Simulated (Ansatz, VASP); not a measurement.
**Cd: VASP beside Ansatz**

```
Cd
1.0
     2.88186    0.00000    0.00000
    -1.44093    2.49577    0.00000
     0.00000    0.00000    5.63837
Cd
2
Direct
  0.33333 0.66667 0.25000
  0.66667 0.33333 0.75000
```

Alike in both runs: task single point; functional LDA; k mesh 13 × 13 × 6; no spin polarisation.

```csv
,VASP,Ansatz
version,VASP 6.6.1,Ansatz 0.2.0
potentials or method,"VASP PAW LDA potentials, release 64 (Cd), cutoff 520 eV","plane waves (420 eV) with PAW, scalar-relativistic"
occupations,"methfessel-paxton of order 1, width 0.3 eV","cold, width 0.3 eV"
valence electrons in the cell,24,40
```

```tsv
	VASP	Ansatz	Ansatz less VASP
pressure (GPa)	0.8	0.0	-0.71
traceless stress, the component that is largest in VASP (GPa)	-2.54	-2.15	+0.391
```

Ansatz warns that its potentials were made for another functional, while VASP's fit it. LDA's correlation is that of Perdew and Zunger in VASP and of Perdew and Wang (1992) in Ansatz. VASP's potentials hold 24 valence electrons a cell and Ansatz's 40, so a difference there can come from the potentials and not from the codes.
